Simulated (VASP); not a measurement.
**LiCl: single point with HF**

LiCl:

```
CELL_PARAMETERS angstrom
0.00000 2.73304 2.73304
2.73304 0.00000 2.73304
2.73304 2.73304 0.00000
ATOMIC_POSITIONS crystal
Li 0.00000 0.00000 0.00000
Cl 0.25000 0.25000 0.25000
```

| Item | Value |
| --- | --- |
| Program | VASP 6.6.1 |
| Task | single point |
| Functional | HF |
| Potentials or basis | VASP PAW PBE potentials, release 64 (Li_sv, Cl) |
| Cutoff | 520 eV |
| k mesh | 6 × 6 × 6 |
| Occupations | gaussian, width 0.01 eV |
| Spin | no spin polarisation |
| Dipole correction | no |
| Grid for exact exchange (PRECFOCK) | Normal |
| Further INCAR settings | ALGO = Normal; EDIFF = 1e-06; NBANDS = 12 |
| Share of exact exchange | 1 |

```yaml
Band_gap_on_the_k_mesh: 14.44 eV
```

Levels at points of the mesh, in eV from the valence-band top:
```
           k point  band 2  band 3  band 4  band 5  band 6  band 7  band 8  band 9
(0.00, 0.00, 0.00)  -17.55    0.00    0.00    0.00   14.44   19.45   19.45   19.45
(0.50, 0.00, 0.00)  -17.13   -2.65   -0.38   -0.38   17.13   19.46   19.46   19.68
(0.50, 0.50, 0.00)  -17.00   -2.21   -1.08   -1.08   14.89   18.43   23.38   23.88
```

It took 5.5 min on 1 thread of Intel(R) Xeon(R) 6975P-C (Granite Rapids), with other jobs on the host, peak memory 0.18 GiB.

Caveat: the structure was generated, so it needn't be the stable form of LiCl. A k mesh can miss the band edges.
